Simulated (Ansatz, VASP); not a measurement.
## Two plane-wave programs on HfH5

File INCAR:

```
ALGO = Fast ; EDIFF = 1E-6
EDIFFG = -0.01 ; ENCUT = 600
GGA = PE ; IBRION = 2
ISIF = 3 ; ISMEAR = 0
LASPH = True ; LCHARG = False
LREAL = False ; LWAVE = False
NELM = 60 ; NSW = 100
PREC = Accurate ; SIGMA = 0.1
```

File KPOINTS:

```
k-points
0
Gamma
  12 12 10
```

Contents of POSCAR:

```
HfH5
1.0
    2.3640182407     -2.4629840801      0.0000000000
    2.3640182407      2.4629840801      0.0000000000
    0.0000000000      0.0000000000      4.1862916594
Hf H
1 5
Direct
    0.0000000000      0.0000000000      0.0000000000
    0.0000000000      0.5000000000      0.2459268640
    0.5000000000      0.0000000000      0.7540731360
    0.0000000000      0.5000000000      0.7540731360
    0.5000000000      0.0000000000      0.2459268640
    0.0000000000      0.0000000000      0.5000000000
```

Input for Ansatz:

```yaml
crystal:
  lattice:
    - [2.3640182407, -2.4629840801, 0.0]
    - [2.3640182407, 2.4629840801, 0.0]
    - [0.0, 0.0, 4.1862916594]
  atoms:
    - { symbol: Hf, position: [0.0, 0.0, 0.0] }
    - { symbol: H, position: [0.0, 0.5, 0.245926864] }
    - { symbol: H, position: [0.5, 0.0, 0.754073136] }
    - { symbol: H, position: [0.0, 0.5, 0.754073136] }
    - { symbol: H, position: [0.5, 0.0, 0.245926864] }
    - { symbol: H, position: [0.0, 0.0, 0.5] }
basis:
  ecutwfc: 420
kpoints:
  mp_grid: { grid: [12, 12, 10] }
hamiltonian:
  xc: pbe
scf:
  occupations: { method: gaussian, width: 0.1 }
output:
  forces: true
  stress: true
  eigenvalues: true
relax:
  adjacent_minimum: "off"
  f_tol: 0.01
  max_steps: 80
  cell: { stress_tol: 0.05 }
```

Alike in both runs: task relaxation of cell and atoms; functional PBE; k mesh 12 × 12 × 10; occupations gaussian, width 0.1 eV; no spin polarisation.

```csv
,VASP,Ansatz
version,VASP 6.6.1,Ansatz 0.2.0
potentials or method,"VASP PAW PBE potentials, release 64 (Hf_pv, H), cutoff 600 eV","scalar-relativistic, plane waves, PAW"
valence electrons in the cell,15,31
```

Ansatz gave:

```
gap on the k mesh at the Fermi level, each at its own relaxed structure (eV)  : none
relaxed volume (Å³/atom)                                                      : 8.10
relaxed length of the cell vector where the two differ most in proportion (Å) : 3.409
```

Problem. What did VASP give for the same quantities?

Solution. gap on the k mesh at the Fermi level, each at its own relaxed structure (eV): none; relaxed volume (Å³/atom): 8.09; relaxed length of the cell vector where the two differ most in proportion (Å): 3.405.

A gap of «none» marks a metal or a gap that the smearing closes. VASP's potentials hold 15 valence electrons a cell and Ansatz's 31, so a difference there can come from the potentials and not from the codes.

Spin-orbit coupling is off throughout.
